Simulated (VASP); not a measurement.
TaN: single point with PBEsol

TaN:

```
Ta N
1.0
     0.00000    2.15503    2.22066
     2.15503    0.00000    2.22066
     2.15503    2.15503    0.00000
Ta N
1 1
Direct
  0.50000 0.50000 0.50000
  0.00000 0.00000 0.00000
```

This cell differs from its parent crystal: strain -0.015 along x and y, +0.015 along z.

* Program: VASP 6.6.1
* Task: single point
* Functional: PBEsol
* Potentials or basis: VASP PAW PBE potentials, release 64 (Ta_pv, N)
* Cutoff: 520 eV
* k mesh: 24 × 24 × 24
* Occupations: gaussian, width 0.15 eV
* Spin: no spin polarisation
* Dipole correction: no
* Further INCAR settings: ALGO = Normal; EDIFF = 1e-06; NBANDS = 15

```yaml
Pressure: 7.6 GPa
Band_gap_on_the_k_mesh: zero (bands 8 and 9 overlap by 4.08 eV)
```

Stress tensor (GPa, compression positive):
```
13.90  0.00  0.00
 0.00 13.90  0.00
 0.00  0.00 -5.08
```

Levels at points of the mesh, in eV from the Fermi level:
| k point | band 5 | band 6 | band 7 | band 8 | band 9 | band 10 | band 11 | band 12 |
| --- | --- | --- | --- | --- | --- | --- | --- | --- |
| (0.00, 0.00, 0.00) | -3.97 | -3.83 | -3.83 | -2.46 | -2.08 | -2.08 | -0.34 | 0.26 |
| (0.50, 0.00, 0.00) | -10.65 | -7.83 | -7.81 | 1.91 | 2.05 | 2.21 | 3.90 | 7.44 |
| (0.50, 0.50, 0.00) | -6.90 | -5.68 | -4.58 | -4.58 | 2.18 | 3.73 | 3.73 | 4.83 |
| (0.50, 0.00, 0.50) | -6.57 | -5.72 | -4.79 | -4.66 | 2.14 | 3.52 | 3.96 | 5.00 |

Wall time 81 s on 1 thread of Intel(R) Xeon(R) 6975P-C (Granite Rapids) (shared host), peak memory 0.42 GiB.

Caveat: the cell differs from its parent crystal (strain -0.015 along x and y, +0.015 along z); the cell stands under pressure; the PAW data sets were made with another functional, which shifts forces and pressure a little; spin-orbit coupling is left out, which moves the levels of the heavy elements.
